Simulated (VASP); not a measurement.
Ba2Os, 3 atoms in the cell. Symmetry: I4/mmm, No. 139, tetragonal system. Conventional cell: a = 3.824 Å, b = 3.824 Å, c = 16.441 Å, α = 90.00°, β = 90.00°, γ = 90.00°. Within 4.3 Å of Os (site symmetry 4/mmm) lie 8 Ba at 3.25 Å and 4 Os at 3.82 Å. Ba (site symmetry 4mm) has 4 Os at 3.25 Å and 5 Ba at 3.62 to 3.82 Å within 4.3 Å. 

```yaml
Program: VASP 6.6.1
Task: single point
Functional: RPBE
Potentials_or_basis: VASP PAW PBE potentials, release 64 (Os, Ba_sv)
Cutoff: 520 eV
k_mesh: 5 × 5 × 5
Occupations: fermi-dirac, width 0.1 eV
Spin: no spin polarisation
Dipole_correction: no
Further_INCAR_settings: ALGO = Normal; EDIFF = 1e-06; NBANDS = 21
```

Potentials or basis: VASP PAW PBE potentials, release 64 (Os, Ba_sv).

Command:

```sh
$ cat potpaw_PBE.64/Os/POTCAR potpaw_PBE.64/Ba_sv/POTCAR > POTCAR
$ mpirun -np 1 vasp_std > vasp.out
```

Hardware: 1 thread of Intel(R) Xeon(R) Platinum 8259CL CPU @ 2.50GHz (Skylake/Cascade Lake), with other jobs on the host.

Problem. How long does it take, and how much memory?

Solution. Run time: 41 s on 1 thread of Intel(R) Xeon(R) Platinum 8259CL CPU @ 2.50GHz (Skylake/Cascade Lake), with other jobs on the host, peak memory 0.23 GiB. Counts: scf iterations 16, k points 18.
